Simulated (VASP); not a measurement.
Set up this calculation in VASP 6.6.1, as the native input.

```yaml
Task: single point
Functional: PBE
Dispersion: D3(BJ)
Potentials_or_basis: VASP PAW PBE potentials, release 64 (Sn_d, Se)
Cutoff: 520 eV
k_mesh: 10 × 10 × 10
Occupations: gaussian, width 0.02 eV
Spin: no spin polarisation
Dipole_correction: no
Further_INCAR_settings: ALGO = Normal; EDIFF = 1e-06; NBANDS = 17
```

The structure of SnSe lies in POSCAR:

```
SnSe
1.0
    0.0000000000      3.0183625155      3.0183625155
    3.0183625155      0.0000000000      3.0183625155
    3.0183625155      3.0183625155      0.0000000000
Sn Se
1 1
Direct
    0.0000000000      0.0000000000      0.0000000000
    0.5000000000      0.5000000000      0.5000000000
```

This cell differs from its parent crystal: volume scaled by 1.03.

One way to write it, as run:

INCAR

```
SYSTEM = SnSe
PREC = Accurate
ENCUT = 520
EDIFF = 1E-6
ISMEAR = 0
SIGMA = 0.02
LREAL = .False.
LASPH = .True.
NELM = 80
ALGO = Normal
ISIF = 2
LWAVE = .False.
LCHARG = .True.
GGA = PE
IVDW = 12
LELF = .True.
LVHAR = .True.
NBANDS = 17
```

KPOINTS

```
regular mesh
0
Gamma
  10 10 10
  0 0 0
```

Potentials or basis: VASP PAW PBE potentials, release 64 (Sn_d, Se).

Launch:

```console
$ cat potpaw_PBE.64/Sn_d/POTCAR potpaw_PBE.64/Se/POTCAR > POTCAR
$ mpirun -np 1 vasp_std > vasp.out
```

Results of the run:

```json
{"Pressure": "-1.5 GPa", "Band gap on the k mesh": "0.50 eV, indirect (least direct gap 0.55 eV)", "Dispersion energy per atom": "-0.350 eV"}
```

Caveat: spin-orbit coupling is left out, which moves the levels of the heavy elements.

It took 16 s on 1 thread of Intel(R) Xeon(R) 6975P-C (Granite Rapids), with other jobs on the host, peak memory 0.21 GiB.
